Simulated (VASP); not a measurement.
Write the native input for VASP 6.6.1 that does the following.

- Task: single point
- Functional: PBE
- Dispersion: D3(BJ)
- Potentials or basis: VASP PAW PBE potentials, release 64 (P)
- Cutoff: 520 eV
- k mesh: 10 × 4 × 8
- Occupations: gaussian, width 0.1 eV
- Spin: no spin polarisation
- Dipole correction: no
- Further INCAR settings: ALGO = Normal; EDIFF = 1e-07; NBANDS = 30

The structure of P lies in POSCAR:

```
P
1.0
    3.4554252447      0.0000000000      0.0000000000
    0.0000000000     10.5991815319      0.0000000000
    0.0000000000      0.0000000000      4.0668575195
P
8
Direct
    0.0000000000      0.8952637243      0.9303120951
    0.5000000000      0.8952637243      0.5696879049
    0.5000000000      0.6047362757      0.0696879049
    0.0000000000      0.6047362757      0.4303120951
    0.5000000000      0.3952637243      0.9303120951
    0.0000000000      0.3952637243      0.5696879049
    0.0000000000      0.1047362757      0.0696879049
    0.5000000000      0.1047362757      0.4303120951
```

This cell differs from its parent crystal: biaxial strain in the a-b plane: +4.0 %.

The input as run:

INCAR

```
SYSTEM = P
ALGO     = Normal         ! electronic algorithm
EDIFF    = 1E-7           ! SCF threshold, eV
ENCUT    = 520            ! plane-wave cutoff, eV
GGA      = PE             ! functional
ISIF     = 2              ! what is computed and relaxed
ISMEAR   = 0              ! smearing method
IVDW     = 12             ! dispersion correction
LASPH    = .TRUE.         ! aspherical terms in the spheres
LCHARG   = .FALSE.        ! write CHGCAR
LREAL    = .FALSE.        ! projectors in reciprocal space
LWAVE    = .FALSE.        ! write WAVECAR
NBANDS   = 30             ! bands
NELM     = 100            ! most SCF steps
PREC     = Accurate       ! precision mode
SIGMA    = 0.1            ! smearing width, eV
```

KPOINTS

```
k-points
0
G
  10 4 8
  0 0 0
```

Potentials or basis: VASP PAW PBE potentials, release 64 (P).

Launch:

```sh
$ cat potpaw_PBE.64/P/POTCAR > POTCAR
$ mpirun -np 1 vasp_std > vasp.out
```

Results of the run:

```json
{
  "Pressure": "-4.6 GPa",
  "Largest force": "0.358 eV/Å",
  "Band gap on the k mesh": "zero (bands 20 and 21 overlap by 0.20 eV)",
  "Dispersion energy per atom": "-0.377 eV"
}
```

Caveat: the cell differs from its parent crystal (biaxial strain in the a-b plane: +4.0 %); the cell stands under tension.

It took 5.8 min on 1 thread of Intel(R) Xeon(R) Platinum 8375C CPU @ 2.90GHz (Ice Lake), on a shared host, peak memory 0.42 GiB.
